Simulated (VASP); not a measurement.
# BeS (F-43m) in VASP: further runs

Aim: see how the results for BeS move with the level of theory and the settings. Levels: PBE0, HSE06, r2SCAN. Tasks: single point.

Everything below comes from runs of VASP 6.6.1. Logs are shortened: lines on timing, memory, paths and dates and some standing lists are left out, and cuts for length are marked.

## Step 1: The cell of the first run

Symmetry: F-43m, No. 216, cubic system. The conventional cell has a = 4.882 Å, b = 4.882 Å, c = 4.882 Å, α = 90.00°, β = 90.00°, γ = 90.00°. Within 2.8 Å of S (site symmetry -43m) lie 4 Be at 2.11 Å. Be (site symmetry -43m) has 4 S at 2.11 Å within 2.8 Å.

## Step 2: Single point, PBE0

Contents of POSCAR:

```
BeS
1.0
    0.0000000000      2.4410600707      2.4410600707
    2.4410600707      0.0000000000      2.4410600707
    2.4410600707      2.4410600707      0.0000000000
S Be
1 1
Direct
    0.7500000000      0.7500000000      0.7500000000
    0.0000000000      0.0000000000      0.0000000000
```

Contents of INCAR.step1:

```
PREC = Accurate ; ENCUT = 520
EDIFF = 1E-5 ; ISMEAR = -1
SIGMA = 0.05 ; LREAL = F
LASPH = T ; NELM = 60
ALGO = Normal ; ISIF = 2
LWAVE = T ; LCHARG = F
NBANDS = 11 ; GGA = PE
```

Contents of INCAR.step2:

```
PREC = Accurate ; ENCUT = 520
EDIFF = 1E-6 ; ISMEAR = -1
SIGMA = 0.05 ; LREAL = F
LASPH = T ; NELM = 60
ALGO = Normal ; ISIF = 2
LWAVE = F ; LCHARG = F
GGA = PE ; LHFCALC = T
AEXX = 0.25 ; PRECFOCK = Normal
NBANDS = 11 ; ISTART = 1
```

Contents of KPOINTS:

```
Automatic mesh
0
Gamma
  6 6 6
```

Potentials or basis: VASP PAW PBE potentials, release 64 (S, Be).

Launch:

```sh
cat potpaw_PBE.64/S/POTCAR potpaw_PBE.64/Be/POTCAR > POTCAR
cp INCAR.step1 INCAR
mpirun -np 1 vasp_std > vasp.out
cp INCAR.step2 INCAR
mpirun -np 1 vasp_std > vasp.out
```

OUTCAR:

```text
PREC = Accurate
   ENCUT = 520
   EDIFF = 1E-6
   ISMEAR = -1
   LREAL = F
   LASPH = T
   NELM = 60
   ISIF = 2
   GGA = PE
   LHFCALC = T
   AEXX = 0.25
   PRECFOCK = Normal
   ISTART = 1

 ion  position               nearest neighbor table
   1  0.750  0.750  0.750-   2 2.11   2 2.11   2 2.11   2 2.11
   2  0.000  0.000  0.000-   1 2.11   1 2.11   1 2.11   1 2.11

  LATTYP: Found a face centered cubic cell.
 ALAT       =     4.8821201414

  Lattice vectors:

 A1 = (   0.0000000000,   2.4410600707,   2.4410600707)
 A2 = (   2.4410600707,   0.0000000000,   2.4410600707)
 A3 = (   2.4410600707,   2.4410600707,   0.0000000000)

Analysis of symmetry for initial positions (statically):
=====================================================================
 Subroutine PRICEL returns:
 Original cell was already a primitive cell.

 Routine SETGRP: Setting up the symmetry group for a
 face centered cubic supercell.

 Subroutine GETGRP returns: Found 24 space group operations
 (whereof 24 operations were pure point group operations)
 out of a pool of 48 trial point group operations.

The static configuration has the point symmetry T_d .

Analysis of symmetry for dynamics (positions and initial velocities):
=====================================================================
 Subroutine PRICEL returns:
 Original cell was already a primitive cell.

 Routine SETGRP: Setting up the symmetry group for a
 face centered cubic supercell.

 Subroutine GETGRP returns: Found 24 space group operations
 (whereof 24 operations were pure point group operations)
 out of a pool of 48 trial point group operations.

The dynamic configuration has the point symmetry T_d .

 Subroutine INISYM returns: Found 24 space group operations
 (whereof 24 operations are pure point group operations),
 and found     1 'primitive' translations

----------------------------------------------------------------------------------------

                                     Primitive cell

  volume of cell :      29.0915

  direct lattice vectors                    reciprocal lattice vectors
     0.000000000  2.441060071  2.441060071    -0.204829044  0.204829044  0.204829044
     2.441060071  0.000000000  2.441060071     0.204829044 -0.204829044  0.204829044
     2.441060071  2.441060071  0.000000000     0.204829044  0.204829044 -0.204829044

  length of vectors
     3.452180259  3.452180259  3.452180259     0.354774311  0.354774311  0.354774311

  position of ions in fractional coordinates (direct lattice)
     0.750000000  0.750000000  0.750000000
     0.000000000  0.000000000  0.000000000

  ion indices of the primitive-cell ions
   primitive index   ion index
                 1           1
                 2           2

----------------------------------------------------------------------------------------

 KPOINTS: Automatic mesh

Automatic generation of k-mesh.
 Grid dimensions read from file:
 generate k-points for:    6    6    6

 Generating k-lattice:

  Cartesian coordinates                     Fractional coordinates (reciprocal lattice)
    -0.034138174  0.034138174  0.034138174     0.166666667  0.000000000  0.000000000
     0.034138174 -0.034138174  0.034138174     0.000000000  0.166666667  0.000000000
     0.034138174  0.034138174 -0.034138174     0.000000000  0.000000000  0.166666667

  Length of vectors
     0.059129052  0.059129052  0.059129052

  Shift w.r.t. Gamma in fractional coordinates (k-lattice)
     0.000000000  0.000000000  0.000000000

 Subroutine IBZKPT returns following result:
 ===========================================

 Found     16 irreducible k-points:

 Following reciprocal coordinates:
            Coordinates               Weight
  0.000000  0.000000  0.000000      1.000000
  0.166667  0.000000  0.000000      8.000000
  0.333333  0.000000  0.000000      8.000000
  0.500000  0.000000  0.000000      4.000000
  0.166667  0.166667  0.000000      6.000000
  0.333333  0.166667  0.000000     24.000000
[... 8 lines left out ...]
 -0.333333  0.333333  0.166667     24.000000
 -0.333333  0.500000  0.166667     12.000000
   k-points           NKPTS =     16   k-points in BZ     NKDIM =    216   number of bands    NBANDS=     11
   number of dos      NEDOS =    301   number of ions     NIONS =      2
   total plane-waves  NPLWV =  21952
   dimension x,y,z NGX =    28 NGY =   28 NGZ =   28
   dimension x,y,z NGXF=    56 NGYF=   56 NGZF=   56
   ions per type =               1   1
   NGX,Y,Z   is equivalent  to a cutoff of  13.48, 13.48, 13.48 a.u.
   NGXF,Y,Z  is equivalent  to a cutoff of  26.97, 26.97, 26.97 a.u.
 SYSTEM =  unknown system
   PREC   = accura    normal or accurate (medium, high low for compatibility)
   ISTART =      1    job   : 0-new  1-cont  2-samecut
   ICHARG =      0    charge: 1-file 2-atom 10-const
   ISPIN  =      1    spin polarized calculation?
   LNONCOLLINEAR =      F non collinear calculations
   LSORBIT =      F    spin-orbit coupling
   LASPH  =      T    aspherical Exc in radial PAW
   ENCUT  =  520.0 eV  38.22 Ry    6.18 a.u.   6.42  6.42  6.42*2*pi/ulx,y,z
   NELM   =     60;   NELMIN=  2; NELMDL=  0     # of ELM steps
   EDIFF  = 0.1E-05   stopping-criterion for ELM
   LREAL  =      F    real-space projection
   EDIFFG = 0.1E-04   stopping-criterion for IOM
   NSW    =      0    number of steps for IOM
   IBRION =     -1    ionic relax: 0-MD 1-quasi-New 2-CG
   NFREE  =      0    steps in history (QN), initial steepest desc. (CG)
   ISIF   =      2    stress and relaxation
   ISYM   =      3    0-nonsym 1-usesym 2-fastsym
   POTIM  = 0.5000    time-step for ionic-motion
   TEBEG  =    0.0;   TEEND  =   0.0 temperature during run
   PSTRESS=    0.0 pullay stress
   NELECT =       8.0000    total number of electrons
   NUPDOWN=      -1.0000    fix difference up-down
   EMIN   =  10.00;   EMAX   =-10.00  energy-range for DOS
   EFERMI =   0.00;   METHOD = LEGACY
   ISMEAR =    -1;   SIGMA  =   0.05  broadening in eV -4-tet -1-fermi 0-gaus
   EFERMI_NEDOS =   21; number of points for ismear=-14 and -15
   IALGO  =     38    algorithm
   IMIX   =      1    mixing-type and parameters
     AMIX     =   0.40;   BMIX     =  1.00
     AMIX_MAG =   1.60;   BMIX_MAG =  1.00
  volume/ion in A,a.u.               =      14.55        98.16
  Fermi-wavevector in a.u.,A,eV,Ry     =   1.064592  2.011786 15.420234  1.133355
  Thomas-Fermi vector in A             =   2.200115
   LORBIT       =      0    0 simple, 1 ext, 2 COOP (PROOUT), +10 PAW based schemes
   GGA     = PE    functional components
   LHFCALC =     T    Hartree Fock is set to
   PRECFOCK=normal    Normal, Fast or Accurate (Low or Medium for compatibility)
   ENCUT4O =  -1.0   cutoff for four orbital integrals eV
   NKREDX  =     1    reduce k-point grid by
   NKREDY  =     1    reduce k-point grid by
   NKREDZ  =     1    reduce k-point grid by
   AEXX    =    0.2500 exact exchange contribution
   HFSCREEN=    0.0000 screening length (either q_TF or 0.3 A-1)
   HFSCREENC=   0.0000 screening length for correlation (either q_TF or 0.3 A-1)
   ENCUTFOCK=  -1.0 apply spherical cutoff to Coloumb kernel
   IVDW    =     0    specifies the selected vdW correction
   LEPSILON=     F    determine dielectric tensor
   LRPA    =     F    only Hartree local field effects (RPA)
 non-spin polarized calculation
  energy-cutoff  :      520.00
  volume of cell :       29.09
 maximum number of plane-waves:       797
 NGX is ok and might be reduce to    28
  NGX = 20; NGY = 20; NGZ = 20

 number of electron       7.9999999 magnetization

 Free energy of the ion-electron system (eV)
  ---------------------------------------------------
  ext. energy  EPLUGINS =         0.00000000
  ---------------------------------------------------
  free energy    TOTEN  =       -11.99070583 eV

  energy without entropy =      -11.99070583  energy(sigma->0) =      -11.99070583

 E-fermi :   3.9983     XC(G=0):  -7.6344

 val. band max:        2.9390944556   @ k =   0.0000   0.0000   0.0000
 cond. band min:       7.7580524734   @ k =   0.5000   0.5000   0.0000
 fundamental gap:      4.8189580178
 Fermi energy:         3.9983155201

 k-point     1 :       0.0000    0.0000    0.0000
  band No.  band energies     occupation
      1     -12.0620      2.00000
      2       2.9391      2.00000
      3       2.9391      2.00000
      4       2.9391      2.00000
      5      10.5537      0.00000
      6      10.5619      0.00000
      7      10.5619      0.00000
      8      10.5619      0.00000
      9      17.9422      0.00000
     10      17.9422      0.00000
     11      19.8009      0.00000

 k-point     2 :       0.1667    0.0000    0.0000
  band No.  band energies     occupation
      1     -11.7280      2.00000
      2       0.9208      2.00000
      3       2.5988      2.00000
      4       2.5988      2.00000
      5      10.3709      0.00000
      6      11.1551      0.00000
      7      11.1551      0.00000
      8      12.7123      0.00000
      9      16.9486      0.00000
     10      16.9486      0.00000
     11      19.5179      0.00000

 k-point     3 :       0.3333    0.0000    0.0000
  band No.  band energies     occupation
      1     -10.8965      2.00000
      2      -1.9991      2.00000
      3       2.0578      2.00000
      4       2.0578      2.00000
      5      10.2662      0.00000
      6      11.5858      0.00000
      7      11.5858      0.00000
      8      15.3615      0.00000
      9      17.7422      0.00000
     10      17.7422      0.00000
     11      19.2132      0.00000
[... 155 lines left out ...]
 k-point    15 :      -0.3333    0.3333    0.1667
  band No.  band energies     occupation
      1      -9.8760      2.00000
      2      -2.3315      2.00000
      3      -0.7742      2.00000
      4       0.4103      2.00000
      5      10.9619      0.00000
      6      11.9169      0.00000
      7      14.4984      0.00000
      8      15.3154      0.00000
      9      16.3332      0.00000
     10      20.7860      0.00000
     11      21.5510      0.00000

 k-point    16 :      -0.3333    0.5000    0.1667
  band No.  band energies     occupation
      1      -9.7103      2.00000
      2      -2.0828      2.00000
      3      -0.7296      2.00000
      4      -0.4411      2.00000
      5       9.8737      0.00000
      6      11.5175      0.00000
      7      15.0821      0.00000
      8      15.5915      0.00000
      9      19.6671      0.00000
     10      19.7678      0.00000
     11      22.3370      0.00000

------------------------ aborting loop because EDIFF is reached ----------------------------------------

  FORCE on cell =-STRESS in cart. coord.  units (eV):
  Direction    XX          YY          ZZ          XY          YZ          ZX
  --------------------------------------------------------------------------------------
  -------------------------------------------------------------------------------------
  Total       -0.3366764     -0.3366764     -0.3366764      0.0000000     -0.0000000     -0.0000000
  in kB      -18.5420547    -18.5420547    -18.5420547      0.0000000     -0.0000000     -0.0000000
  external PRESSURE =     -18.5420547 kB  Pullay stress =       0.0000000 kB

 VOLUME and BASIS-vectors are now :
 -----------------------------------------------------------------------------
  energy-cutoff  :      520.00
  volume of cell :       29.09
      direct lattice vectors                 reciprocal lattice vectors
     0.000000000  2.441060071  2.441060071    -0.204829044  0.204829044  0.204829044
     2.441060071  0.000000000  2.441060071     0.204829044 -0.204829044  0.204829044
     2.441060071  2.441060071  0.000000000     0.204829044  0.204829044 -0.204829044

 POSITION                                       TOTAL-FORCE (eV/Angst)
 -----------------------------------------------------------------------------------
      3.66159      3.66159      3.66159         0.000000      0.000000      0.000000
      0.00000      0.00000      0.00000        -0.000000     -0.000000     -0.000000
 -----------------------------------------------------------------------------------
    total drift:                                0.000000     -0.000000     -0.000000

  FREE ENERGIE OF THE ION-ELECTRON SYSTEM (eV)
  ---------------------------------------------------
  free  energy   TOTEN  =       -11.9907058328 eV

  energy  without entropy=      -11.9907058328  energy(sigma->0) =      -11.99070583
```

Wall time 8.9 min (1 thread of Intel Xeon Platinum 8259CL at 2.50GHz (Skylake/Cascade Lake), shared host); peak memory 0.16 GiB.

What came out:

```
Free energy            : -11.9907 eV
Pressure               : -1.9 GPa
Band gap on the k mesh : 4.82 eV, indirect (least direct gap 7.61 eV)
```

Levels at points of the mesh, in eV from the valence-band top:
| k point | band 1 | band 2 | band 3 | band 4 | band 5 | band 6 | band 7 | band 8 | band 9 |
| --- | --- | --- | --- | --- | --- | --- | --- | --- | --- |
| (0.00, 0.00, 0.00) | -15.00 | 0.00 | 0.00 | 0.00 | 7.61 | 7.62 | 7.62 | 7.62 | 15.00 |
| (0.50, 0.00, 0.00) | -13.28 | -6.28 | -1.10 | -1.10 | 7.27 | 8.53 | 8.53 | 13.20 | 17.27 |
| (0.50, 0.50, 0.00) | -12.69 | -5.48 | -2.83 | -2.83 | 4.82 | 6.72 | 15.13 | 15.13 | 17.74 |

Caveat: the PAW data sets were made with another functional, which shifts forces and pressure a little. A k mesh can miss the band edges.

(Part 1 of 3 ends here.)
